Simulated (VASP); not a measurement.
# TiAl3Ni2 (P-3m1) in VASP: single point with PBE

Aim: the single point of TiAl3Ni2 with PBE.

Program: VASP 6.6.1. These are calculated values, not measurements. Logs are shortened: lines on timing, memory, paths and dates and some standing lists are left out, and cuts for length are marked.

**1. The cell of the first run**

Symmetry: P-3m1, No. 164, trigonal system. Conventional cell: a = 4.183 Å, b = 4.183 Å, c = 5.430 Å, α = 90.00°, β = 90.00°, γ = 120.00°. Within 3.6 Å of Ti (site symmetry -3m) lie 8 Al at 2.71 to 2.76 Å and 6 Ni at 2.78 Å. Al (site symmetry 3m) has 5 Ni at 2.42 to 2.72 Å and 3 Ti at 2.76 Å and 3 Al at 2.78 Å within 3.2 Å. Within 3.6 Å of Al (site symmetry -3m) lie 2 Ti at 2.71 Å and 6 Ni at 2.76 Å and 6 Al at 2.78 Å. Ni (site symmetry 3m) has 8 Al at 2.42 to 2.76 Å and 3 Ti at 2.78 Å within 3.2 Å.

**2. Single point, PBE**

Contents of INCAR:

```
SYSTEM = TiAl3Ni2
PREC = Accurate ; ENCUT = 520
EDIFF = 1E-6 ; ISMEAR = 0
SIGMA = 0.1 ; LREAL = .False.
LASPH = .True. ; NELM = 80
ALGO = Normal ; ISIF = 2
LWAVE = .False. ; LCHARG = .False.
GGA = PE ; NBANDS = 30
```

Contents of KPOINTS:

```
regular mesh
0
Gamma
  6 6 4
  0 0 0
```

Contents of POSCAR:

```
TiAl3Ni2
1.0
    4.1826857000      0.0000000000      0.0000000000
   -2.0913429000      3.6223121000      0.0000000000
    0.0000000000      0.0000000000      5.4299758000
Ti Al Ni
1 3 2
Direct
    0.0000000000      0.0000000000      0.5000000000
    0.3333333000      0.6666667000      0.2537020000
    0.6666667000      0.3333333000      0.7462980000
    0.0000000000      0.0000000000      0.0000000000
    0.3333333000      0.6666667000      0.7532830000
    0.6666667000      0.3333333000      0.2467170000
```

Potentials or basis: VASP PAW PBE potentials, release 64 (Ti_sv, Al, Ni).

Started as:

```sh
$ cat potpaw_PBE.64/Ti_sv/POTCAR potpaw_PBE.64/Al/POTCAR potpaw_PBE.64/Ni/POTCAR > POTCAR
$ mpirun -np 1 vasp_std > vasp.out
```

OUTCAR:

```text
SYSTEM = TiAl3Ni2
   PREC = Accurate
   ENCUT = 520
   EDIFF = 1E-6
   ISMEAR = 0
   LREAL = .False.
   LASPH = .True.
   NELM = 80
   ISIF = 2
   GGA = PE

 ion  position               nearest neighbor table
   1  0.000  0.000  0.500-   4 2.71   4 2.71   2 2.76   3 2.76   3 2.76   2 2.76   3 2.76   2 2.76
                             6 2.78   5 2.78   6 2.78   5 2.78   5 2.78   6 2.78
   2  0.333  0.667  0.254-   6 2.42   6 2.42   6 2.42   5 2.71   5 2.72   1 2.76   1 2.76   1 2.76
                             4 2.78   4 2.78   4 2.78
   3  0.667  0.333  0.746-   5 2.42   5 2.42   5 2.42   6 2.71   6 2.72   1 2.76   1 2.76   1 2.76
                             4 2.78   4 2.78   4 2.78
   4  0.000  0.000  0.000-   1 2.71   1 2.71   6 2.76   5 2.76   6 2.76   5 2.76   6 2.76   5 2.76
                             3 2.78   2 2.78   2 2.78   3 2.78   3 2.78   2 2.78
   5  0.333  0.667  0.753-   3 2.42   3 2.42   3 2.42   2 2.71   2 2.72   4 2.76   4 2.76   4 2.76
                             1 2.78   1 2.78   1 2.78
   6  0.667  0.333  0.247-   2 2.42   2 2.42   2 2.42   3 2.71   3 2.72   4 2.76   4 2.76   4 2.76
                             1 2.78   1 2.78   1 2.78

  LATTYP: Found a hexagonal cell.
 ALAT       =     4.1826857000
 C/A-ratio  =     1.2982031617

  Lattice vectors:

 A1 = (   4.1826857000,   0.0000000000,   0.0000000000)
 A2 = (  -2.0913429000,   3.6223121000,   0.0000000000)
 A3 = (   0.0000000000,   0.0000000000,   5.4299758000)

Analysis of symmetry for initial positions (statically):
=====================================================================
 Subroutine PRICEL returns:
 Original cell was already a primitive cell.

 Routine SETGRP: Setting up the symmetry group for a
 hexagonal supercell.

 Subroutine GETGRP returns: Found 12 space group operations
 (whereof 12 operations were pure point group operations)
 out of a pool of 24 trial point group operations.

The static configuration has the point symmetry D_3d.

Analysis of symmetry for dynamics (positions and initial velocities):
=====================================================================
 Subroutine PRICEL returns:
 Original cell was already a primitive cell.

 Routine SETGRP: Setting up the symmetry group for a
 hexagonal supercell.

 Subroutine GETGRP returns: Found 12 space group operations
 (whereof 12 operations were pure point group operations)
 out of a pool of 24 trial point group operations.

The dynamic configuration has the point symmetry D_3d.

 Subroutine INISYM returns: Found 12 space group operations
 (whereof 12 operations are pure point group operations),
 and found     1 'primitive' translations

----------------------------------------------------------------------------------------

                                     Primitive cell

  volume of cell :      82.2695

  direct lattice vectors                    reciprocal lattice vectors
     4.182685700  0.000000000  0.000000000     0.239080837  0.138033388  0.000000000
    -2.091342900  3.622312100  0.000000000     0.000000000  0.276066770  0.000000000
     0.000000000  0.000000000  5.429975800     0.000000000  0.000000000  0.184162883

  length of vectors
     4.182685700  4.182685749  5.429975800     0.276066773  0.276066770  0.184162883

  position of ions in fractional coordinates (direct lattice)
     0.000000000  0.000000000  0.500000000
     0.333333300  0.666666700  0.253702000
     0.666666700  0.333333300  0.746298000
     0.000000000  0.000000000  0.000000000
     0.333333300  0.666666700  0.753283000
     0.666666700  0.333333300  0.246717000

  ion indices of the primitive-cell ions
   primitive index   ion index
                 1           1
                 2           2
                 3           3
                 4           4
                 5           5
                 6           6

----------------------------------------------------------------------------------------

 KPOINTS: regular mesh

Automatic generation of k-mesh.
 Grid dimensions read from file:
 generate k-points for:    6    6    4

 Generating k-lattice:

  Cartesian coordinates                     Fractional coordinates (reciprocal lattice)
     0.039846806  0.023005565  0.000000000     0.166666667  0.000000000  0.000000000
     0.000000000  0.046011128  0.000000000     0.000000000  0.166666667  0.000000000
     0.000000000  0.000000000  0.046040721     0.000000000  0.000000000  0.250000000

  Length of vectors
     0.046011129  0.046011128  0.046040721

  Shift w.r.t. Gamma in fractional coordinates (k-lattice)
     0.000000000  0.000000000  0.000000000

 Subroutine IBZKPT returns following result:
 ===========================================

 Found     24 irreducible k-points:

 Following reciprocal coordinates:
            Coordinates               Weight
  0.000000  0.000000  0.000000      1.000000
  0.166667  0.000000  0.000000      6.000000
  0.333333  0.000000  0.000000      6.000000
  0.500000  0.000000  0.000000      3.000000
  0.166667  0.166667  0.000000      6.000000
  0.333333  0.166667  0.000000     12.000000
[... 16 lines left out ...]
  0.333333  0.166667  0.500000     12.000000
  0.333333  0.333333  0.500000      2.000000
   k-points           NKPTS =     24   k-points in BZ     NKDIM =     24   number of bands    NBANDS=     30
   number of dos      NEDOS =    301   number of ions     NIONS =      6
   total plane-waves  NPLWV =  40960
   dimension x,y,z NGX =    32 NGY =   32 NGZ =   40
   dimension x,y,z NGXF=    64 NGYF=   64 NGZF=   80
   ions per type =               1   3   2
   NGX,Y,Z   is equivalent  to a cutoff of  12.72, 12.72, 12.25 a.u.
   NGXF,Y,Z  is equivalent  to a cutoff of  25.44, 25.44, 24.49 a.u.
 SYSTEM =  TiAl3Ni2
   PREC   = accura    normal or accurate (medium, high low for compatibility)
   ISTART =      0    job   : 0-new  1-cont  2-samecut
   ICHARG =      2    charge: 1-file 2-atom 10-const
   ISPIN  =      1    spin polarized calculation?
   LNONCOLLINEAR =      F non collinear calculations
   LSORBIT =      F    spin-orbit coupling
   LASPH  =      T    aspherical Exc in radial PAW
   ENCUT  =  520.0 eV  38.22 Ry    6.18 a.u.   7.78  7.78 10.10*2*pi/ulx,y,z
   NELM   =     80;   NELMIN=  2; NELMDL= -5     # of ELM steps
   EDIFF  = 0.1E-05   stopping-criterion for ELM
   LREAL  =      F    real-space projection
   EDIFFG = 0.1E-04   stopping-criterion for IOM
   NSW    =      0    number of steps for IOM
   IBRION =     -1    ionic relax: 0-MD 1-quasi-New 2-CG
   NFREE  =      0    steps in history (QN), initial steepest desc. (CG)
   ISIF   =      2    stress and relaxation
   ISYM   =      2    0-nonsym 1-usesym 2-fastsym
   POTIM  = 0.5000    time-step for ionic-motion
   TEBEG  =    0.0;   TEEND  =   0.0 temperature during run
   PSTRESS=    0.0 pullay stress
   NELECT =      41.0000    total number of electrons
   NUPDOWN=      -1.0000    fix difference up-down
   EMIN   =  10.00;   EMAX   =-10.00  energy-range for DOS
   EFERMI =   0.00;   METHOD = LEGACY
   ISMEAR =     0;   SIGMA  =   0.10  broadening in eV -4-tet -1-fermi 0-gaus
   EFERMI_NEDOS =   21; number of points for ismear=-14 and -15
   IALGO  =     38    algorithm
   IMIX   =      4    mixing-type and parameters
     AMIX     =   0.40;   BMIX     =  1.00
     AMIX_MAG =   1.60;   BMIX_MAG =  1.00
  volume/ion in A,a.u.               =      13.71        92.53
  Fermi-wavevector in a.u.,A,eV,Ry     =   1.297945  2.452761 22.921225  1.684662
  Thomas-Fermi vector in A             =   2.429305
   LORBIT       =      0    0 simple, 1 ext, 2 COOP (PROOUT), +10 PAW based schemes
   GGA     = PE    functional components
   LHFCALC =     F    Hartree Fock is set to
   AEXX    =    0.0000 exact exchange contribution
   IVDW    =     0    specifies the selected vdW correction
   LEPSILON=     F    determine dielectric tensor
   LRPA    =     F    only Hartree local field effects (RPA)
 non-spin polarized calculation
 Gauss-broadening in eV      SIGMA  =   0.10
  energy-cutoff  :      520.00
  volume of cell :       82.27
 maximum number of plane-waves:      2238
 NGX is ok and might be reduce to    32
   NGX = 15   NGY = 15   NGZ = 21

 number of electron      40.9999996 magnetization

 Free energy of the ion-electron system (eV)
  ---------------------------------------------------
  ext. energy  EPLUGINS =         0.00000000
  ---------------------------------------------------
  free energy    TOTEN  =       -33.06465047 eV

  energy without entropy =      -33.05599357  energy(sigma->0) =      -33.06032202

 E-fermi :   9.0529     XC(G=0): -11.5306

 val. band max:        8.9557059236   @ k =   0.3333   0.1667   0.0000
 cond. band min:       9.1310189557   @ k =   0.3333   0.0000   0.5000
 fundamental gap:      0.1753130322
 Fermi energy:         9.0529236422

 k-point     1 :       0.0000    0.0000    0.0000
  band No.  band energies     occupation
      1     -47.8452      2.00000
      2     -24.1592      2.00000
      3     -24.1592      2.00000
      4     -24.0514      2.00000
      5      -1.1512      2.00000
      6       3.2089      2.00000
[... 22 lines left out ...]
     29      13.8351      0.00000
     30      13.9446      0.00000

 k-point     2 :       0.1667    0.0000    0.0000
  band No.  band energies     occupation
      1     -47.8450      2.00000
      2     -24.1626      2.00000
      3     -24.1600      2.00000
      4     -24.0509      2.00000
      5      -0.8265      2.00000
      6       3.4026      2.00000
[... 22 lines left out ...]
     29      13.9594      0.00000
     30      14.2283      0.00000

 k-point     3 :       0.3333    0.0000    0.0000
  band No.  band energies     occupation
      1     -47.8447      2.00000
      2     -24.1694      2.00000
      3     -24.1617      2.00000
      4     -24.0499      2.00000
      5       0.1230      2.00000
      6       3.3517      2.00000
[... 22 lines left out ...]
     29      14.3532      0.00000
     30      14.5243      0.00000

 k-point     4 :       0.5000    0.0000    0.0000
  band No.  band energies     occupation
      1     -47.8446      2.00000
      2     -24.1728      2.00000
      3     -24.1625      2.00000
      4     -24.0494      2.00000
      5       1.6056      2.00000
      6       1.6219      2.00000
[... 22 lines left out ...]
     29      14.2055      0.00000
     30      14.2614      0.00000

 k-point     5 :       0.1667    0.1667    0.0000
  band No.  band energies     occupation
      1     -47.8448      2.00000
      2     -24.1670      2.00000
      3     -24.1619      2.00000
      4     -24.0501      2.00000
      5      -0.1895      2.00000
      6       3.6577      2.00000
[... 22 lines left out ...]
     29      13.3832      0.00000
     30      14.0308      0.00000
[... 526 lines left out ...]
     29      14.3648      0.00000
     30      15.5701      0.00000

 k-point    22 :       0.1667    0.1667    0.5000
  band No.  band energies     occupation
      1     -47.8448      2.00000
      2     -24.1670      2.00000
      3     -24.1619      2.00000
      4     -24.0510      2.00000
      5       0.5772      2.00000
      6       1.7175      2.00000
[... 22 lines left out ...]
     29      13.7167      0.00000
     30      14.6387      0.00000

 k-point    23 :       0.3333    0.1667    0.5000
  band No.  band energies     occupation
      1     -47.8445      2.00000
      2     -24.1710      2.00000
      3     -24.1642      2.00000
      4     -24.0503      2.00000
      5       1.7068      2.00000
      6       2.8232      2.00000
[... 22 lines left out ...]
     29      14.9127      0.00000
     30      15.3817      0.00000

 k-point    24 :       0.3333    0.3333    0.5000
  band No.  band energies     occupation
      1     -47.8445      2.00000
      2     -24.1687      2.00000
      3     -24.1687      2.00000
      4     -24.0500      2.00000
      5       2.9815      2.00000
      6       2.9815      2.00000
[... 22 lines left out ...]
     29      15.2439      0.00000
     30      15.2439      0.00000

------------------------ aborting loop because EDIFF is reached ----------------------------------------

  FORCE on cell =-STRESS in cart. coord.  units (eV):
  Direction    XX          YY          ZZ          XY          YZ          ZX
  --------------------------------------------------------------------------------------
  -------------------------------------------------------------------------------------
  Total        0.1055680      0.1055680     -0.1624194     -0.0000000      0.0000000     -0.0000000
  in kB        2.0559083      2.0559084     -3.1630743     -0.0000000      0.0000000     -0.0000000
  external PRESSURE =       0.3162475 kB  Pullay stress =       0.0000000 kB

 VOLUME and BASIS-vectors are now :
 -----------------------------------------------------------------------------
  energy-cutoff  :      520.00
  volume of cell :       82.27
      direct lattice vectors                 reciprocal lattice vectors
     4.182685700  0.000000000  0.000000000     0.239080837  0.138033388  0.000000000
    -2.091342900  3.622312100  0.000000000     0.000000000  0.276066770  0.000000000
     0.000000000  0.000000000  5.429975800     0.000000000  0.000000000  0.184162883

 POSITION                                       TOTAL-FORCE (eV/Angst)
 -----------------------------------------------------------------------------------
      0.00000      0.00000      2.71499        -0.000000      0.000000      0.000000
     -0.00000      2.41487      1.37760        -0.000000     -0.000000      0.009220
      2.09134      1.20744      4.05238        -0.000000      0.000000     -0.009220
      0.00000      0.00000      0.00000        -0.000000      0.000000      0.000000
     -0.00000      2.41487      4.09031         0.000000     -0.000000     -0.003874
      2.09134      1.20744      1.33967        -0.000000      0.000000      0.003874
 -----------------------------------------------------------------------------------
    total drift:                                0.000000     -0.000000     -0.000000

  FREE ENERGIE OF THE ION-ELECTRON SYSTEM (eV)
  ---------------------------------------------------
  free  energy   TOTEN  =       -33.0646504734 eV

  energy  without entropy=      -33.0559935661  energy(sigma->0) =      -33.06032202
```

Run time: 28 s. Hardware: 1 thread of Intel Xeon 6975P-C (Granite Rapids), shared host; peak memory 0.21 GiB.

What came out:

| Quantity | Value |
| --- | --- |
| Free energy | -33.0647 eV |
| Pressure | 0.0 GPa |
| Largest force | 0.009 eV/Å |

Forces on the atoms (eV/Å):
```
Ti   0.000  0.000  0.000
Al   0.000  0.000  0.009
Al   0.000  0.000 -0.009
Al   0.000  0.000  0.000
Ni   0.000  0.000 -0.004
Ni   0.000  0.000  0.004
```

Levels at points of the mesh, in eV from the Fermi level:
```
           k point  band 17  band 18  band 19  band 20  band 21  band 22  band 23  band 24
(0.00, 0.00, 0.00)    -1.24    -0.66    -0.66     0.74     0.74     0.74     1.82     1.82
(0.50, 0.00, 0.00)    -1.73    -1.42    -1.34    -0.84    -0.73    -0.26     0.77     1.18
(0.00, 0.00, 0.50)    -0.44    -0.27    -0.27     0.61     0.61     2.04     2.04     2.43
(0.50, 0.00, 0.50)    -1.69    -1.48    -1.47    -0.32     0.20     0.90     0.99     1.23
```

Spin polarisation is off, so any magnetic state and its effect on volume and gap are missing.
